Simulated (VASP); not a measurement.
# W (Fm-3m) in VASP: notebook

Runs on W. Level: LDA+U. Tasks: single point.

Everything below comes from runs of VASP 6.6.1. Logs are shortened: lines on timing, memory, paths and dates and some standing lists are left out, and cuts for length are marked.

### Step 1. The cell of the first run

Symmetry: Fm-3m, No. 225, cubic system. Conventional cell: a = 4.060 Å, b = 4.060 Å, c = 4.060 Å, α = 90.00°, β = 90.00°, γ = 90.00°. W (site symmetry m-3m) has 12 W at 2.87 Å within 3.8 Å.

This isn't the form of W at room conditions, which is bcc.

### Step 2. Single point, LDA+U, non-collinear spin, zero start, spin-orbit coupling

INCAR

```
PREC = Accurate
ENCUT = 520
EDIFF = 1E-7
ISMEAR = 1
SIGMA = 0.01
LREAL = F
LASPH = T
NELM = 150
ALGO = Normal
ISIF = 2
LWAVE = F
LCHARG = F
MAGMOM = 0 0 0
LORBIT = 11
LSORBIT = T
GGA_COMPAT = F
LORBMOM = T
LMAXMIX = 4
LDAU = T
LDAUTYPE = 2
LDAUL = 2
LDAUU = 8
LDAUJ = 0
LDAUPRINT = 1
GGA = CA
NBANDS = 25
```

KPOINTS

```
Automatic mesh
0
Gamma
  11 11 11
```

POSCAR

```
W
1.0
    0.0000000000      2.0300000000      2.0300000000
    2.0300000000      0.0000000000      2.0300000000
    2.0300000000      2.0300000000      0.0000000000
W
1
Direct
    0.0000000000      0.0000000000      0.0000000000
```

Potentials or basis: VASP PAW LDA potentials, release 64 (W_sv).

On the command line:

```bash
$ cat potpaw_LDA.64/W_sv/POTCAR > POTCAR
$ mpirun -np 1 vasp_ncl > vasp.out
```

OUTCAR:

```text
PREC = Accurate
   ENCUT = 520
   EDIFF = 1E-7
   ISMEAR = 1
   LREAL = F
   LASPH = T
   NELM = 150
   ISIF = 2
   LORBIT = 11
   LSORBIT = T
   GGA = CA

 ion  position               nearest neighbor table
   1  0.000  0.000  0.000-

  LATTYP: Found a face centered cubic cell.
 ALAT       =     4.0600000000

  Lattice vectors:

 A1 = (   0.0000000000,   2.0300000000,   2.0300000000)
 A2 = (   2.0300000000,   0.0000000000,   2.0300000000)
 A3 = (   2.0300000000,   2.0300000000,   0.0000000000)

Analysis of symmetry for initial positions (statically):
=====================================================================
 Subroutine PRICEL returns:
 Original cell was already a primitive cell.

 Routine SETGRP: Setting up the symmetry group for a
 face centered cubic supercell.

 Subroutine GETGRP returns: Found 48 space group operations
 (whereof 48 operations were pure point group operations)
 out of a pool of 48 trial point group operations.

The static configuration has the point symmetry O_h .

Analysis of symmetry for dynamics (positions and initial velocities):
=====================================================================
 Subroutine PRICEL returns:
 Original cell was already a primitive cell.

 Routine SETGRP: Setting up the symmetry group for a
 face centered cubic supercell.

 Subroutine GETGRP returns: Found 48 space group operations
 (whereof 48 operations were pure point group operations)
 out of a pool of 48 trial point group operations.

The dynamic configuration has the point symmetry O_h .

Analysis of structural, dynamic, and magnetic symmetry:
=====================================================================
 Subroutine PRICEL returns:
 Original cell was already a primitive cell.

 Routine SETGRP: Setting up the symmetry group for a
 face centered cubic supercell.

 Subroutine GETGRP returns: Found 48 space group operations
 (whereof 48 operations were pure point group operations)
 out of a pool of 48 trial point group operations.

The overall configuration has the point symmetry O_h .

 Subroutine INISYM returns: Found 48 space group operations
 (whereof 48 operations are pure point group operations),
 and found     1 'primitive' translations

----------------------------------------------------------------------------------------

                                     Primitive cell

  volume of cell :      16.7309

  direct lattice vectors                    reciprocal lattice vectors
     0.000000000  2.030000000  2.030000000    -0.246305419  0.246305419  0.246305419
     2.030000000  0.000000000  2.030000000     0.246305419 -0.246305419  0.246305419
     2.030000000  2.030000000  0.000000000     0.246305419  0.246305419 -0.246305419

  length of vectors
     2.870853532  2.870853532  2.870853532     0.426613499  0.426613499  0.426613499

  position of ions in fractional coordinates (direct lattice)
     0.000000000  0.000000000  0.000000000

  ion indices of the primitive-cell ions
   primitive index   ion index
                 1           1

[... 126 lines left out ...]
  0.0000  0.3688 -0.0000 -0.0000 -0.0000      0.0000  0.0000  0.0000  0.1009  0.0000
  0.0000 -0.0000  0.2483 -0.0000  0.0000      0.0000 -0.0000 -0.0000  0.0000 -0.0000
  0.0000 -0.0000 -0.0000  0.3688  0.0000     -0.0000 -0.1009 -0.0000  0.0000  0.0000
  0.0000 -0.0000  0.0000  0.0000  0.2483     -0.1456 -0.0000  0.0000 -0.0000 -0.0000
[... 19 lines left out ...]
  0.3688  0.0000  0.0000  0.0000 -0.0000      0.0000  0.0000  0.0000 -0.0000 -0.1456
  0.0000  0.3688 -0.0000 -0.0000 -0.0000     -0.0000  0.0000 -0.0000 -0.1009 -0.0000
  0.0000 -0.0000  0.2483 -0.0000  0.0000     -0.0000  0.0000 -0.0000 -0.0000  0.0000
  0.0000 -0.0000 -0.0000  0.3688  0.0000      0.0000  0.1009  0.0000  0.0000 -0.0000
 -0.0000 -0.0000  0.0000  0.0000  0.2483      0.1456  0.0000 -0.0000  0.0000 -0.0000

 occupancies and eigenvectors

  o =  0.1491  v =  0.0020 -0.2079  0.0095 -0.0355 -0.0000 -0.3901  0.0019  0.0005 -0.0037  0.1572      0.0000 -0.0359  0.0073  0.1822 -0.0044 -0.0714 -0.0037 -0.0326 -0.0039 -0.8590
  o =  0.1491  v =  0.3967 -0.0017 -0.0006 -0.0023 -0.0000  0.0020 -0.2083 -0.0060  0.0003 -0.0003      0.0000  0.0024 -0.0253 -0.0038 -0.8735  0.0001  0.0003 -0.0070 -0.1884  0.0045
  o =  0.1491  v =  0.0030  0.0801 -0.1844  0.3317 -0.0000 -0.0070 -0.0128  0.8262  0.0725 -0.0299      0.0000 -0.3181 -0.0289  0.0871 -0.0065  0.0136  0.0725  0.2126  0.0099 -0.0154
  o =  0.1491  v =  0.0119  0.0733  0.0659  0.0004 -0.0000 -0.0003  0.3286 -0.0041 -0.0259 -0.0087      0.0000  0.0036  0.8507  0.0736 -0.0261  0.0040 -0.0259  0.1867 -0.3405 -0.0006
  o =  0.1669  v = -0.2634 -0.5138  0.0000 -0.0031 -0.0000  0.5138 -0.2634  0.0000 -0.0000 -0.0000      0.0000 -0.0031  0.0000  0.5138  0.0000  0.0031 -0.0000  0.0000 -0.2634  0.0000
  o =  0.1669  v =  0.5138 -0.2634  0.0000 -0.0016 -0.0000  0.2634  0.5138  0.0000 -0.0000  0.0000      0.0000 -0.0016 -0.0000  0.2634 -0.0000  0.0016 -0.0000  0.0000  0.5138 -0.0000
  o =  0.5689  v =  0.0497 -0.1691 -0.0021 -0.0703  0.0000  0.0890  0.5441  0.0540 -0.0027 -0.0024      0.0000  0.0669 -0.4475 -0.2581  0.0339 -0.0035 -0.0027  0.1680 -0.5939 -0.0606
  o =  0.5689  v = -0.0000  0.4483 -0.0600  0.3599 -0.0000 -0.0307  0.2177 -0.2619 -0.0763  0.0367      0.0000 -0.3060 -0.1712  0.4789  0.0000  0.0539 -0.0763 -0.3646 -0.2177  0.0209
  o =  0.5689  v =  0.0683 -0.4227 -0.0091  0.0176  0.0000 -0.7025  0.0185 -0.0100 -0.0115  0.0067      0.0000 -0.0078 -0.0414  0.2798  0.0465  0.0098 -0.0115  0.0562 -0.0868  0.4785
  o =  0.5689  v =  0.7085  0.0526  0.0010  0.0032  0.0000  0.0614 -0.3993 -0.0028  0.0013 -0.0005      0.0000 -0.0039  0.0354 -0.0088  0.4826 -0.0007  0.0013 -0.0172 -0.3093 -0.0418

 number of electron      14.0000002 magnetization       0.0000000      0.0000000     -0.0000000

 Free energy of the ion-electron system (eV)
  ---------------------------------------------------
  ext. energy  EPLUGINS =         0.00000000
  ---------------------------------------------------
  free energy    TOTEN  =        -6.35786554 eV

  energy without entropy =       -6.35781616  energy(sigma->0) =       -6.35784908

 E-fermi :  11.8298     XC(G=0): -13.5363

 val. band max:       11.7891856209   @ k =   0.4545   0.0000   0.0000
 cond. band min:      11.8308349505   @ k =  -0.4545   0.0909   0.0000
 fundamental gap:      0.0416493296
 Fermi energy:        11.8298449099

 k-point     1 :       0.0000    0.0000    0.0000
  band No.  band energies     occupation
      1     -63.2403      1.00000
      2     -63.2403      1.00000
      3     -33.2445      1.00000
      4     -33.2445      1.00000
      5     -24.2519      1.00000
      6     -24.2519      1.00000
[... 661 lines left out ...]
     24      27.9382      0.00000
     25      28.4178      0.00000

 [... further k-points ...]

------------------------ aborting loop because EDIFF is reached ----------------------------------------

  FORCE on cell =-STRESS in cart. coord.  units (eV):
  Direction    XX          YY          ZZ          XY          YZ          ZX
  --------------------------------------------------------------------------------------
  -------------------------------------------------------------------------------------
  Total        1.8963549      1.8963549      1.8963549      0.0000000      0.0000000     -0.0000000
  in kB      181.5984273    181.5984273    181.5984273      0.0000000      0.0000000     -0.0000000
  external PRESSURE =     181.5984273 kB  Pullay stress =       0.0000000 kB

 VOLUME and BASIS-vectors are now :
 -----------------------------------------------------------------------------
  energy-cutoff  :      520.00
  volume of cell :       16.73
      direct lattice vectors                 reciprocal lattice vectors
     0.000000000  2.030000000  2.030000000    -0.246305419  0.246305419  0.246305419
     2.030000000  0.000000000  2.030000000     0.246305419 -0.246305419  0.246305419
     2.030000000  2.030000000  0.000000000     0.246305419  0.246305419 -0.246305419

 POSITION                                       TOTAL-FORCE (eV/Angst)
 -----------------------------------------------------------------------------------
      0.00000      0.00000      0.00000        -0.000000     -0.000000      0.000000
 -----------------------------------------------------------------------------------
    total drift:                               -0.000000      0.000000     -0.000000

  FREE ENERGIE OF THE ION-ELECTRON SYSTEM (eV)
  ---------------------------------------------------
  free  energy   TOTEN  =        -6.3578655427 eV

  energy  without entropy=       -6.3578161603  energy(sigma->0) =       -6.35784908

 orbital moment (x)

 # of ion     p       d       tot
 ----------------------------------------
  1         0.000   0.000   0.000
 ----------------------------------------
            0.000   0.000   0.000

 orbital moment (y)

 # of ion     p       d       tot
 ----------------------------------------
  1         0.000  -0.000  -0.000
 ----------------------------------------
            0.000  -0.000  -0.000

 orbital moment (z)

 # of ion     p       d       tot
 ----------------------------------------
  1         0.000  -0.000  -0.000
 ----------------------------------------
            0.000  -0.000  -0.000

 Spin-Orbit-Coupling matrix elements

 Ion:    1  E_soc:     -2.3856002
 l=   1
     0.0000000    -0.2475227    -0.2475227
    -0.2475227     0.0000000    -0.2475227
    -0.2475227    -0.2475227     0.0000000
 l=   2
     0.0000000    -0.0381332     0.0000000    -0.0381332    -0.1119442
    -0.0381332     0.0000000    -0.0839581    -0.0381332    -0.0279860
     0.0000000    -0.0839581     0.0000000    -0.0839581     0.0000000
    -0.0381332    -0.0381332    -0.0839581     0.0000000    -0.0279860
    -0.1119442    -0.0279860     0.0000000    -0.0279860     0.0000000
 l=   3
     0.0000000     0.0000000     0.0000000     0.0000000     0.0000000     0.0000000     0.0000000
     0.0000000     0.0000000     0.0000000     0.0000000     0.0000000     0.0000000     0.0000000
     0.0000000     0.0000000     0.0000000     0.0000000     0.0000000     0.0000000     0.0000000
     0.0000000     0.0000000     0.0000000     0.0000000     0.0000000     0.0000000     0.0000000
     0.0000000     0.0000000     0.0000000     0.0000000     0.0000000     0.0000000     0.0000000
     0.0000000     0.0000000     0.0000000     0.0000000     0.0000000     0.0000000     0.0000000
     0.0000000     0.0000000     0.0000000     0.0000000     0.0000000     0.0000000     0.0000000

 total charge

# of ion       s       p       d       tot
------------------------------------------
    1        2.425   6.379   3.160  11.965

 magnetization (x)

# of ion       s       p       d       tot
------------------------------------------
    1       -0.000   0.000   0.000  -0.000

 magnetization (y)

# of ion       s       p       d       tot
------------------------------------------
    1       -0.000  -0.000   0.000  -0.000

 magnetization (z)

# of ion       s       p       d       tot
------------------------------------------
    1        0.000   0.000   0.000   0.000
```

Wall time 96 s (1 thread of Intel Xeon 8259CL, shared host); peak memory 0.19 GiB.

What came out:

```yaml
Free_energy: -6.3579 eV
Pressure: 18.2 GPa
Net_moment: 0.00 μB per cell
Valence_electrons_inside_the_program's_atomic_spheres: W 11.96
```

Moments on the atoms (μB; x, y, z):
```
W   0.00 0.00 0.00
```

Caveat: the cell stands under pressure; the U is typed as a test and isn't derived for this compound. The state reached can hang on the start; a lower one may exist.

### Step 3. Single point, LDA+U, non-collinear spin, zero start, spin-orbit coupling

This run uses another cell than the first one, of 17.07 Å³/atom.

INCAR

```
SYSTEM = W
PREC = Accurate
ENCUT = 520
EDIFF = 1E-6
ISMEAR = 1
SIGMA = 0.01
LREAL = .FALSE.
LASPH = .TRUE.
NELM = 150
ALGO = Normal
ISIF = 2
LWAVE = .FALSE.
LCHARG = .FALSE.
MAGMOM = 0 0 0
LORBIT = 11
LSORBIT = .TRUE.
GGA_COMPAT = .FALSE.
LORBMOM = .TRUE.
LMAXMIX = 4
LDAU = .TRUE.
LDAUTYPE = 2
LDAUL = 2
LDAUU = 8
LDAUJ = 0
LDAUPRINT = 1
NBANDS = 25
```

KPOINTS

```
regular mesh
0
G
  11 11 11
  0 0 0
```

POSCAR

```
W
1.0
    0.0000000000      2.0434441004      2.0434441004
    2.0434441004      0.0000000000      2.0434441004
    2.0434441004      2.0434441004      0.0000000000
W
1
Direct
    0.0000000000      0.0000000000      0.0000000000
```

Potentials or basis: VASP PAW LDA potentials, release 64 (W_sv).

On the command line:

```bash
$ cat potpaw_LDA.64/W_sv/POTCAR > POTCAR
$ mpirun -np 1 vasp_ncl > vasp.out
```

Wall time 85 s (1 thread of Intel Xeon 8259CL, shared host); peak memory 0.19 GiB.

The run converged. Its results:

| Quantity | Value |
| --- | --- |
| Free energy | -6.3898 eV |
| Pressure | 12.4 GPa |
| Net moment | 0.00 μB per cell |
| Valence electrons inside the program's atomic spheres | W 11.93 |

Moments on the atoms (μB; x, y, z):
```
W   0.00 0.00 0.00
```

Caveat: the cell stands under pressure; the U is typed as a test and isn't derived for this compound.

### Step 4. Single point, LDA+U, non-collinear spin, zero start, spin-orbit coupling

This run uses another cell than the first one, of 17.40 Å³/atom.

INCAR

```
SYSTEM = W
ALGO = Fast
EDIFF = 1E-6
ENCUT = 520
GGA = CA
GGA_COMPAT = .FALSE.
ISIF = 2
ISMEAR = 1
LASPH = .TRUE.
LCHARG = .TRUE.
LDAU = .TRUE.
LDAUJ = 0
LDAUL = 2
LDAUPRINT = 1
LDAUTYPE = 2
LDAUU = 8
LMAXMIX = 4
LORBIT = 11
LORBMOM = .TRUE.
LREAL = .FALSE.
LSORBIT = .TRUE.
LVHAR = .TRUE.
LWAVE = .FALSE.
MAGMOM = 0 0 0
NBANDS = 25
NELM = 150
PREC = Accurate
SIGMA = 0.01
```

KPOINTS

```
k-points
0
G
  11 11 11
  0 0 0
```

POSCAR

```
W
1.0
    0.0000000000      2.0567135898      2.0567135898
    2.0567135898      0.0000000000      2.0567135898
    2.0567135898      2.0567135898      0.0000000000
W
1
Direct
    0.0000000000      0.0000000000      0.0000000000
```

On the command line:

```bash
$ cat potpaw_LDA.64/W_sv/POTCAR > POTCAR
$ mpirun -np 1 vasp_ncl > vasp.out
```

Wall time 2 min (1 thread of Intel Xeon 8259CL, shared host); peak memory 0.19 GiB.

The run converged. Its results:

- Free energy: -6.4103 eV
- Pressure: 7.2 GPa
- Net moment: 0.00 μB per cell
- Valence electrons inside the program's atomic spheres: W 11.89

Moments on the atoms (μB; x, y, z):
```
W   0.00 0.00 0.00
```

Caveat: the cell stands under pressure; the U is typed as a test and isn't derived for this compound.

### Step 5. Summary

```csv
cell,pressure (GPa),moment (μB)
"a = 2.871 Å, angles 60.0°, 1 atom",18.2,0.00
"a = 2.890 Å, angles 60.0°, 1 atom",12.4,0.00
"a = 2.909 Å, angles 60.0°, 1 atom",7.2,0.00
```

Alike in all rows: task single point; level LDA+U; potentials or basis VASP PAW LDA potentials, release 64 (W_sv); spin non-collinear, zero start, SOC; W d U = 8.0 eV; k mesh 11 × 11 × 11; cutoff (eV) 520; smearing methfessel-paxton 0.01 eV.

Caveats: the cell stands under pressure; the U is typed as a test and isn't derived for this compound.

Total energies depend on the potentials used, so only differences within one code and one set of settings carry meaning.
